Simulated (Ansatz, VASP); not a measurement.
# One calculation of CaS, two programs

```
Ca S
1.0
     0.00000    2.79480    2.79480
     2.79480    0.00000    2.79480
     2.79480    2.79480    0.00000
Ca S
1 1
Direct
  0.00000 0.00000 0.00000
  0.50000 0.50000 0.50000
```

Change from the starting cell: volume scaled by 0.95, PAW files.

Alike in both runs: task electric field gradients; functional PBE; k mesh 7 × 7 × 7; occupations fermi-dirac, width 0.01 eV; no spin polarisation.

|  | VASP | Ansatz |
| --- | --- | --- |
| version | VASP 6.6.1 | Ansatz 0.2.0 |
| potentials or method | VASP PAW PBE potentials, release 64 (Ca_sv, S) | PAW with Ansatz's default frozen-core files, scalar-relativistic |
| plane-wave cutoff (eV) | 400 | 420 |
| valence electrons in the cell | 16 | 16 |

Ansatz gave:

- gap on the k mesh at the Fermi level (eV): 2.30
- pressure (GPa): 4.2

Question: Estimate VASP's values.

Answer: gap on the k mesh at the Fermi level (eV): 2.29; pressure (GPa): 4.4.
